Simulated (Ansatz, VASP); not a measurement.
**Two plane-wave programs on W**

File INCAR:

```
ALGO     = Fast           # electronic algorithm
EDIFF    = 1E-6           # SCF threshold, eV
ENCUT    = 520            # plane-wave cutoff, eV
GGA      = CA             # functional
ISIF     = 2              # what is computed and relaxed
ISMEAR   = 0              # smearing method
LASPH    = T              # aspherical terms in the spheres
LCHARG   = F              # write CHGCAR
LREAL    = F              # projectors in reciprocal space
LWAVE    = F              # write WAVECAR
NBANDS   = 13             # bands
NELM     = 80             # most SCF steps
PREC     = Accurate       # precision mode
SIGMA    = 0.15           # smearing width, eV
```

Contents of KPOINTS:

```
k-points
0
Gamma
  22 22 22
```

POSCAR

```
W
1.0
    0.0000000000      2.2932225451      1.4428956254
    2.2932225451      0.0000000000      1.4428956254
    2.2932225451      2.2932225451      0.0000000000
W
1
Direct
    0.0000000000      0.0000000000      0.0000000000
```

Input for Ansatz:

```yaml
crystal:
  lattice:
    - [0.0, 2.2932225451, 1.4428956254]
    - [2.2932225451, 0.0, 1.4428956254]
    - [2.2932225451, 2.2932225451, 0.0]
  atoms:
    - { symbol: W, position: [0.0, 0.0, 0.0] }
basis:
  ecutwfc: 420
kpoints:
  mp_grid: { grid: [22, 22, 22] }
hamiltonian:
  xc: lda
  pseudopotentials: { kind: paw, azcp: { folder: soft_1 } }
scf:
  occupations: { method: gaussian, width: 0.15 }
output:
  forces: true
  stress: true
  eigenvalues: true
```

Alike in both runs: task single point; functional LDA; k mesh 22 × 22 × 22; occupations gaussian, width 0.15 eV; no spin polarisation.

|  | VASP | Ansatz |
| --- | --- | --- |
| version | VASP 6.6.1 | Ansatz 0.2.0 |
| potentials or method | VASP PAW LDA potentials, release 64 (W_sv), cutoff 520 eV | scalar-relativistic, plane waves, PAW |
| valence electrons in the cell | 14 | 14 |

```csv
,VASP,Ansatz,Ansatz less VASP
gap on the k mesh at the Fermi level (eV),none,none,-
pressure (GPa),9.9,7.9,-2.02
"traceless stress, the component that is largest in VASP (GPa)",27.24,27.12,-0.123
```

Ansatz warns that its potentials were made for another functional, while VASP's fit it. LDA's correlation is that of Perdew and Zunger in VASP and of Perdew and Wang (1992) in Ansatz. A gap of «none» marks a metal or a gap that the smearing closes.

Neither program's run includes spin-orbit coupling.
